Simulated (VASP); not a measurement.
Bi, 2 atoms in the cell. It takes space group C2/m (No. 12, monoclinic). Conventional cell: a = 7.092 Å, b = 6.300 Å, c = 3.523 Å, α = 90.00°, β = 111.64°, γ = 90.00°. Bi (site symmetry m) has 6 Bi at 3.01 to 3.87 Å within 4.0 Å. 

```yaml
Program: VASP 6.6.1
Task: single point
Functional: B3LYP
Potentials_or_basis: VASP PAW PBE potentials, release 64 (Bi_d)
Cutoff: 520 eV
k_mesh: 3 × 3 × 5
Occupations: fermi-dirac, width 0.05 eV
Spin: no spin polarisation
Dipole_correction: no
Grid_for_exact_exchange_PRECFOCK: Normal
Further_INCAR_settings: ALGO = Normal; EDIFF = 1e-06; NBANDS = 22
Share_of_exact_exchange: 0.2
```

Potentials or basis: VASP PAW PBE potentials, release 64 (Bi_d).

The run is started by

```console
$ cat potpaw_PBE.64/Bi_d/POTCAR > POTCAR
$ cp INCAR.step1 INCAR
$ mpirun -np 1 vasp_std > vasp.out
$ cp INCAR.step2 INCAR
$ mpirun -np 1 vasp_std > vasp.out
```

Hardware: 1 thread of Intel(R) Xeon(R) Platinum 8375C CPU @ 2.90GHz (Ice Lake), on a shared host.

**Question.** Estimate the wall time of this run.

**Answer.** It took 24 min on 1 thread of Intel(R) Xeon(R) Platinum 8375C CPU @ 2.90GHz (Ice Lake) (shared host), peak memory 0.21 GiB. Counts: k points 16.
